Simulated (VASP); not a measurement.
Input of a VASP 6.6.1 run:

File INCAR:

```
PREC = Accurate
ENCUT = 520
EDIFF = 1E-6
ISMEAR = 0
SIGMA = 0.15
LREAL = F
LASPH = T
NELM = 80
ALGO = Normal
ISIF = 2
LWAVE = F
LCHARG = T
GGA = PS
LELF = T
LVHAR = T
NBANDS = 16
```

The input KPOINTS:

```
Automatic mesh
0
Gamma
  16 16 16
```

File POSCAR:

```
ZrS
1.0
    0.1091118457      2.7277961422      2.7277961422
    2.7277961422      0.1091118457      2.7277961422
    2.7277961422      2.7277961422      0.1091118457
Zr S
1 1
Direct
    0.0000000000      0.0000000000      0.0000000000
    0.5000000000      0.5000000000      0.5000000000
```

Potentials or basis: VASP PAW PBE potentials, release 64 (Zr_sv, S).

The run is started by

```bash
$ cat potpaw_PBE.64/Zr_sv/POTCAR potpaw_PBE.64/S/POTCAR > POTCAR
$ mpirun -np 1 vasp_std > vasp.out
```

Problem. What does it give for the pressure?

Solution. -11.8 GPa.

Problem. Estimate the band gap on the k mesh.

Solution. Zero (bands 9 and 10 overlap by 2.24 eV).

Stress tensor (GPa, compression positive):
```
-11.78  -0.85  -0.85
 -0.85 -11.78  -0.85
 -0.85  -0.85 -11.78
```

Caveat: the cell stands under tension; the PAW data sets were made with another functional, which shifts forces and pressure a little.
